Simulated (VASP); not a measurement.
# MgO (Fm-3m) in VASP: further runs

The runs below take MgO through single point, with PBE.

Program: VASP 6.6.1. These are calculated values, not measurements. Logs are shortened: lines on timing, memory, paths and dates and some standing lists are left out, and cuts for length are marked.

## 1. The cell of the first run

The structure is cubic, space group Fm-3m (No. 225). Conventional cell: a = 4.208 Å, b = 4.208 Å, c = 4.208 Å, α = 90.00°, β = 90.00°, γ = 90.00°. Within 2.8 Å of Mg (site symmetry m-3m) lie 6 O at 2.10 Å. Within 2.8 Å of O (site symmetry m-3m) lie 6 Mg at 2.10 Å.

## 2. Single point, PBE

Contents of INCAR:

```
SYSTEM = MgO
ALGO = Normal
EDIFF = 1E-6
ENCUT = 520
GGA = PE
ISIF = 2
ISMEAR = -1
LASPH = .True.
LCHARG = .False.
LREAL = .False.
LWAVE = .False.
NBANDS = 11
NELM = 60
PREC = Accurate
SIGMA = 0.05
```

Contents of KPOINTS:

```
k-points
0
Gamma
  5 5 5
  0 0 0
```

Contents of POSCAR:

```
MgO
1.0
    0.0000000000      2.1040000000      2.1040000000
    2.1040000000      0.0000000000      2.1040000000
    2.1040000000      2.1040000000      0.0000000000
Mg O
1 1
Direct
    0.0000000000      0.0000000000      0.0000000000
    0.5000000000      0.5000000000      0.5000000000
```

Potentials or basis: VASP PAW PBE potentials, release 64 (Mg, O).

Started as:

```console
$ cat potpaw_PBE.64/Mg/POTCAR potpaw_PBE.64/O/POTCAR > POTCAR
$ mpirun -np 1 vasp_std > vasp.out
```

OUTCAR:

```text
SYSTEM = MgO
   EDIFF = 1E-6
   ENCUT = 520
   GGA = PE
   ISIF = 2
   ISMEAR = -1
   LASPH = .True.
   LREAL = .False.
   NELM = 60
   PREC = Accurate

 ion  position               nearest neighbor table
   1  0.000  0.000  0.000-   2 2.10   2 2.10   2 2.10   2 2.10   2 2.10   2 2.10
   2  0.500  0.500  0.500-   1 2.10   1 2.10   1 2.10   1 2.10   1 2.10   1 2.10

  LATTYP: Found a face centered cubic cell.
 ALAT       =     4.2080000000

  Lattice vectors:

 A1 = (   0.0000000000,   2.1040000000,   2.1040000000)
 A2 = (   2.1040000000,   0.0000000000,   2.1040000000)
 A3 = (   2.1040000000,   2.1040000000,   0.0000000000)

Analysis of symmetry for initial positions (statically):
=====================================================================
 Subroutine PRICEL returns:
 Original cell was already a primitive cell.

 Routine SETGRP: Setting up the symmetry group for a
 face centered cubic supercell.

 Subroutine GETGRP returns: Found 48 space group operations
 (whereof 48 operations were pure point group operations)
 out of a pool of 48 trial point group operations.

The static configuration has the point symmetry O_h .

Analysis of symmetry for dynamics (positions and initial velocities):
=====================================================================
 Subroutine PRICEL returns:
 Original cell was already a primitive cell.

 Routine SETGRP: Setting up the symmetry group for a
 face centered cubic supercell.

 Subroutine GETGRP returns: Found 48 space group operations
 (whereof 48 operations were pure point group operations)
 out of a pool of 48 trial point group operations.

The dynamic configuration has the point symmetry O_h .

 Subroutine INISYM returns: Found 48 space group operations
 (whereof 48 operations are pure point group operations),
 and found     1 'primitive' translations

----------------------------------------------------------------------------------------

                                     Primitive cell

  volume of cell :      18.6280

  direct lattice vectors                    reciprocal lattice vectors
     0.000000000  2.104000000  2.104000000    -0.237642586  0.237642586  0.237642586
     2.104000000  0.000000000  2.104000000     0.237642586 -0.237642586  0.237642586
     2.104000000  2.104000000  0.000000000     0.237642586  0.237642586 -0.237642586

  length of vectors
     2.975505335  2.975505335  2.975505335     0.411609032  0.411609032  0.411609032

  position of ions in fractional coordinates (direct lattice)
     0.000000000  0.000000000  0.000000000
     0.500000000  0.500000000  0.500000000

  ion indices of the primitive-cell ions
   primitive index   ion index
                 1           1
                 2           2

----------------------------------------------------------------------------------------

 KPOINTS: k-points

Automatic generation of k-mesh.
 Grid dimensions read from file:
 generate k-points for:    5    5    5

 Generating k-lattice:

  Cartesian coordinates                     Fractional coordinates (reciprocal lattice)
    -0.047528517  0.047528517  0.047528517     0.200000000  0.000000000  0.000000000
     0.047528517 -0.047528517  0.047528517     0.000000000  0.200000000  0.000000000
     0.047528517  0.047528517 -0.047528517     0.000000000  0.000000000  0.200000000

  Length of vectors
     0.082321806  0.082321806  0.082321806

  Shift w.r.t. Gamma in fractional coordinates (k-lattice)
     0.000000000  0.000000000  0.000000000

 Subroutine IBZKPT returns following result:
 ===========================================

 Found     10 irreducible k-points:

 Following reciprocal coordinates:
            Coordinates               Weight
  0.000000  0.000000  0.000000      1.000000
  0.200000  0.000000  0.000000      8.000000
  0.400000  0.000000  0.000000      8.000000
  0.200000  0.200000  0.000000      6.000000
  0.400000  0.200000  0.000000     24.000000
 -0.400000  0.200000  0.000000     24.000000
 -0.200000  0.200000  0.000000     12.000000
  0.400000  0.400000  0.000000      6.000000
 -0.400000  0.400000  0.000000     12.000000
 -0.400000  0.400000  0.200000     24.000000
   k-points           NKPTS =     10   k-points in BZ     NKDIM =     10   number of bands    NBANDS=     11
   number of dos      NEDOS =    301   number of ions     NIONS =      2
   total plane-waves  NPLWV =  13824
   dimension x,y,z NGX =    24 NGY =   24 NGZ =   24
   dimension x,y,z NGXF=    48 NGYF=   48 NGZF=   48
   ions per type =               1   1
   NGX,Y,Z   is equivalent  to a cutoff of  13.41, 13.41, 13.41 a.u.
   NGXF,Y,Z  is equivalent  to a cutoff of  26.82, 26.82, 26.82 a.u.
 SYSTEM =  MgO
   PREC   = accura    normal or accurate (medium, high low for compatibility)
   ISTART =      0    job   : 0-new  1-cont  2-samecut
   ICHARG =      2    charge: 1-file 2-atom 10-const
   ISPIN  =      1    spin polarized calculation?
   LNONCOLLINEAR =      F non collinear calculations
   LSORBIT =      F    spin-orbit coupling
   LASPH  =      T    aspherical Exc in radial PAW
   ENCUT  =  520.0 eV  38.22 Ry    6.18 a.u.   5.53  5.53  5.53*2*pi/ulx,y,z
   NELM   =     60;   NELMIN=  2; NELMDL= -5     # of ELM steps
   EDIFF  = 0.1E-05   stopping-criterion for ELM
   LREAL  =      F    real-space projection
   EDIFFG = 0.1E-04   stopping-criterion for IOM
   NSW    =      0    number of steps for IOM
   IBRION =     -1    ionic relax: 0-MD 1-quasi-New 2-CG
   NFREE  =      0    steps in history (QN), initial steepest desc. (CG)
   ISIF   =      2    stress and relaxation
   ISYM   =      2    0-nonsym 1-usesym 2-fastsym
   POTIM  = 0.5000    time-step for ionic-motion
   TEBEG  =    0.0;   TEEND  =   0.0 temperature during run
   PSTRESS=    0.0 pullay stress
   NELECT =       8.0000    total number of electrons
   NUPDOWN=      -1.0000    fix difference up-down
   EMIN   =  10.00;   EMAX   =-10.00  energy-range for DOS
   EFERMI =   0.00;   METHOD = LEGACY
   ISMEAR =    -1;   SIGMA  =   0.05  broadening in eV -4-tet -1-fermi 0-gaus
   EFERMI_NEDOS =   21; number of points for ismear=-14 and -15
   IALGO  =     38    algorithm
   IMIX   =      4    mixing-type and parameters
     AMIX     =   0.40;   BMIX     =  1.00
     AMIX_MAG =   1.60;   BMIX_MAG =  1.00
  volume/ion in A,a.u.               =       9.31        62.85
  Fermi-wavevector in a.u.,A,eV,Ry     =   1.235139  2.334074 20.756610  1.525568
  Thomas-Fermi vector in A             =   2.369800
   LORBIT       =      0    0 simple, 1 ext, 2 COOP (PROOUT), +10 PAW based schemes
   GGA     = PE    functional components
   LHFCALC =     F    Hartree Fock is set to
   AEXX    =    0.0000 exact exchange contribution
   IVDW    =     0    specifies the selected vdW correction
   LEPSILON=     F    determine dielectric tensor
   LRPA    =     F    only Hartree local field effects (RPA)
 non-spin polarized calculation
  energy-cutoff  :      520.00
  volume of cell :       18.63
 maximum number of plane-waves:       531
 NGX is ok and might be reduce to    24
   NGX = 11   NGY = 11   NGZ = 11

 number of electron       8.0000005 magnetization

 Free energy of the ion-electron system (eV)
  ---------------------------------------------------
  ext. energy  EPLUGINS =         0.00000000
  ---------------------------------------------------
  free energy    TOTEN  =       -11.90191142 eV

  energy without entropy =      -11.90191142  energy(sigma->0) =      -11.90191142

 E-fermi :   4.2218     XC(G=0): -11.0917

 val. band max:        3.2119728064   @ k =   0.0000   0.0000   0.0000
 cond. band min:       7.9649559630   @ k =   0.0000   0.0000   0.0000
 fundamental gap:      4.7529831566
 Fermi energy:         4.2218346406

 k-point     1 :       0.0000    0.0000    0.0000
  band No.  band energies     occupation
      1     -14.0668      2.00000
      2       3.2120      2.00000
      3       3.2120      2.00000
      4       3.2120      2.00000
      5       7.9650      0.00000
      6      19.0254      0.00000
      7      19.0254      0.00000
      8      19.0254      0.00000
      9      22.9502      0.00000
     10      24.7273      0.00000
     11      24.7273      0.00000

 k-point     2 :       0.2000    0.0000    0.0000
  band No.  band energies     occupation
      1     -13.6682      2.00000
      2       1.2353      2.00000
      3       2.9721      2.00000
      4       2.9721      2.00000
      5       9.7898      0.00000
      6      16.2643      0.00000
      7      19.7542      0.00000
      8      19.7542      0.00000
      9      23.3130      0.00000
     10      23.3130      0.00000
     11      25.5209      0.00000

 k-point     3 :       0.4000    0.0000    0.0000
  band No.  band energies     occupation
      1     -12.9199      2.00000
      2      -1.0595      2.00000
      3       2.6136      2.00000
      4       2.6136      2.00000
      5      11.0766      0.00000
      6      15.6805      0.00000
      7      19.6620      0.00000
      8      19.6620      0.00000
      9      24.3459      0.00000
     10      25.0159      0.00000
     11      25.0159      0.00000

 k-point     4 :       0.2000    0.2000    0.0000
  band No.  band energies     occupation
      1     -13.5500      2.00000
      2       1.1835      2.00000
      3       2.6851      2.00000
      4       2.6851      2.00000
      5      10.4505      0.00000
      6      15.2660      0.00000
      7      19.9943      0.00000
      8      20.2150      0.00000
      9      20.2150      0.00000
     10      25.9458      0.00000
     11      29.4139      0.00000

 k-point     5 :       0.4000    0.2000    0.0000
  band No.  band energies     occupation
      1     -12.9362      2.00000
      2      -0.3428      2.00000
      3       1.9642      2.00000
      4       2.3360      2.00000
      5      12.2401      0.00000
      6      14.5413      0.00000
      7      17.6121      0.00000
      8      20.6469      0.00000
      9      21.9347      0.00000
     10      26.8502      0.00000
     11      28.9398      0.00000

 k-point     6 :      -0.4000    0.2000    0.0000
  band No.  band energies     occupation
      1     -12.6563      2.00000
      2      -0.8456      2.00000
      3       1.3109      2.00000
      4       2.3804      2.00000
      5      12.6600      0.00000
      6      15.5103      0.00000
      7      16.9546      0.00000
      8      20.4045      0.00000
      9      23.4394      0.00000
     10      25.6212      0.00000
     11      28.3254      0.00000

 k-point     7 :      -0.2000    0.2000    0.0000
  band No.  band energies     occupation
      1     -13.1565      2.00000
      2       0.1075      2.00000
      3       1.8714      2.00000
      4       2.7661      2.00000
      5      11.6843      0.00000
      6      15.1322      0.00000
      7      18.3533      0.00000
      8      21.0383      0.00000
      9      21.7083      0.00000
     10      24.6086      0.00000
     11      28.0973      0.00000

 k-point     8 :       0.4000    0.4000    0.0000
  band No.  band energies     occupation
      1     -12.6705      2.00000
      2      -0.6525      2.00000
      3       1.9688      2.00000
      4       1.9688      2.00000
      5      12.6632      0.00000
      6      13.0739      0.00000
      7      16.4733      0.00000
      8      21.9375      0.00000
      9      21.9375      0.00000
     10      29.1015      0.00000
     11      29.2766      0.00000

 k-point     9 :      -0.4000    0.4000    0.0000
  band No.  band energies     occupation
      1     -12.4940      2.00000
      2      -0.5015      2.00000
      3       0.8648      2.00000
      4       1.9928      2.00000
      5      13.0892      0.00000
      6      14.4851      0.00000
      7      15.9535      0.00000
      8      21.5424      0.00000
      9      21.6129      0.00000
     10      29.6293      0.00000
     11      29.9716      0.00000

 k-point    10 :      -0.4000    0.4000    0.2000
  band No.  band energies     occupation
      1     -12.5606      2.00000
      2      -0.2883      2.00000
      3       0.8284      2.00000
      4       1.8256      2.00000
      5      14.3073      0.00000
      6      14.3731      0.00000
      7      15.9133      0.00000
      8      19.7566      0.00000
      9      23.7654      0.00000
     10      25.8867      0.00000
     11      30.7186      0.00000

------------------------ aborting loop because EDIFF is reached ----------------------------------------

  FORCE on cell =-STRESS in cart. coord.  units (eV):
  Direction    XX          YY          ZZ          XY          YZ          ZX
  --------------------------------------------------------------------------------------
  -------------------------------------------------------------------------------------
  Total        0.5160794      0.5160794      0.5160794      0.0000000      0.0000000      0.0000000
  in kB       44.3874228     44.3874228     44.3874228      0.0000000      0.0000000      0.0000000
  external PRESSURE =      44.3874228 kB  Pullay stress =       0.0000000 kB

 VOLUME and BASIS-vectors are now :
 -----------------------------------------------------------------------------
  energy-cutoff  :      520.00
  volume of cell :       18.63
      direct lattice vectors                 reciprocal lattice vectors
     0.000000000  2.104000000  2.104000000    -0.237642586  0.237642586  0.237642586
     2.104000000  0.000000000  2.104000000     0.237642586 -0.237642586  0.237642586
     2.104000000  2.104000000  0.000000000     0.237642586  0.237642586 -0.237642586

 POSITION                                       TOTAL-FORCE (eV/Angst)
 -----------------------------------------------------------------------------------
      0.00000      0.00000      0.00000        -0.000000      0.000000      0.000000
      2.10400      2.10400      2.10400         0.000000      0.000000      0.000000
 -----------------------------------------------------------------------------------
    total drift:                               -0.000000     -0.000000      0.000000

  FREE ENERGIE OF THE ION-ELECTRON SYSTEM (eV)
  ---------------------------------------------------
  free  energy   TOTEN  =       -11.9019114243 eV

  energy  without entropy=      -11.9019114242  energy(sigma->0) =      -11.90191142
```

It took 2.8 s on 1 thread of Intel Xeon 6975P-C (Granite Rapids), shared host; peak memory 0.13 GiB.

What came out:

```yaml
Free_energy: -11.9019 eV
Pressure: 4.4 GPa
Band_gap_on_the_k_mesh: 4.75 eV, direct
```

Levels at points of the mesh, in eV from the valence-band top:
| k point | band 1 | band 2 | band 3 | band 4 | band 5 | band 6 | band 7 | band 8 |
| --- | --- | --- | --- | --- | --- | --- | --- | --- |
| (0.00, 0.00, 0.00) | -17.28 | 0.00 | 0.00 | 0.00 | 4.75 | 15.81 | 15.81 | 15.81 |

Caveat: the k points lie up to 0.52 Å⁻¹ apart. PBE gaps usually lie below the measured ones, often by a third to a half.

## 3. Single point, PBE

Contents of INCAR:

```
  ALGO = Normal
  EDIFF = 1E-7
  ENCUT = 520
  GGA = PE
  ISIF = 2
  ISMEAR = -1
  LASPH = T
  LCHARG = F
  LREAL = F
  LWAVE = F
  NBANDS = 11
  NELM = 60
  PREC = Accurate
  SIGMA = 0.05
```

Contents of KPOINTS:

```
k-points
0
Gamma
  9 9 9
```

POSCAR is that of step 2.

Potentials or basis: VASP PAW PBE potentials, release 64 (Mg, O).

Started as:

```console
$ cat potpaw_PBE.64/Mg/POTCAR potpaw_PBE.64/O/POTCAR > POTCAR
$ mpirun -np 1 vasp_std > vasp.out
```

It took 4 s on 1 thread of Intel Xeon 6975P-C (Granite Rapids), shared host; peak memory 0.14 GiB.

Results (log left out):

```yaml
Free_energy: -11.9041 eV
Pressure: 4.5 GPa
Band_gap_on_the_k_mesh: 4.75 eV, direct
```

Levels at points of the mesh, in eV from the valence-band top:
| k point | band 1 | band 2 | band 3 | band 4 | band 5 | band 6 | band 7 | band 8 | band 9 |
| --- | --- | --- | --- | --- | --- | --- | --- | --- | --- |
| (0.00, 0.00, 0.00) | -17.28 | 0.00 | 0.00 | 0.00 | 4.75 | 15.82 | 15.82 | 15.82 | 19.74 |

As with any semilocal functional, this PBE gap is likely too small.

## 4. Single point, PBE

Contents of INCAR:

```
PREC = Accurate ; ENCUT = 520
EDIFF = 1E-7 ; ISMEAR = 1
SIGMA = 0.05 ; LREAL = False
LASPH = True ; NELM = 100
ALGO = Normal ; ISIF = 2
LWAVE = False ; LCHARG = False
GGA = PE ; NBANDS = 11
```

Contents of KPOINTS:

```
regular mesh
0
Gamma
  9 9 9
```

POSCAR is that of step 3.

Started as:

```console
$ cat potpaw_PBE.64/Mg/POTCAR potpaw_PBE.64/O/POTCAR > POTCAR
$ mpirun -np 1 vasp_std > vasp.out
```

Run time: 4.6 s. Hardware: 1 thread of Intel Xeon 6975P-C (Granite Rapids), shared host; peak memory 0.14 GiB.

Results (log left out):

* Free energy: -11.9041 eV
* Pressure: 4.5 GPa
* Band gap on the k mesh: 4.75 eV, direct

Levels at points of the mesh, in eV from the valence-band top:
| k point | band 2 | band 3 | band 4 | band 5 | band 6 | band 7 |
| --- | --- | --- | --- | --- | --- | --- |
| (0.00, 0.00, 0.00) | 0.00 | 0.00 | 0.00 | 4.75 | 15.82 | 15.82 |

## 5. Single point, PBE

Contents of INCAR:

```
SYSTEM = MgO
  ALGO = Normal
  EDIFF = 1E-7
  ENCUT = 520
  GGA = PE
  ISIF = 2
  ISMEAR = 0
  LASPH = .TRUE.
  LCHARG = .FALSE.
  LREAL = .FALSE.
  LWAVE = .FALSE.
  NBANDS = 11
  NELM = 60
  PREC = Accurate
  SIGMA = 0.01
```

Contents of KPOINTS:

```
k-points
0
G
  9 9 9
  0 0 0
```

POSCAR is that of step 4.

Started as:

```console
$ cat potpaw_PBE.64/Mg/POTCAR potpaw_PBE.64/O/POTCAR > POTCAR
$ mpirun -np 1 vasp_std > vasp.out
```

Wall time 4.7 s (1 thread of Intel Xeon 6975P-C (Granite Rapids), shared host); peak memory 0.13 GiB.

It converged, with:

- Free energy: -11.9041 eV
- Pressure: 4.5 GPa
- Band gap on the k mesh: 4.75 eV, direct

Levels at points of the mesh, in eV from the valence-band top:
```csv
k point,band 2,band 3,band 4,band 5,band 6,band 7
"(0.00, 0.00, 0.00)",0.00,0.00,0.00,4.75,15.82,15.82
```

As with any semilocal functional, this PBE gap is likely too small.

(Continued in part 2 of 2.)
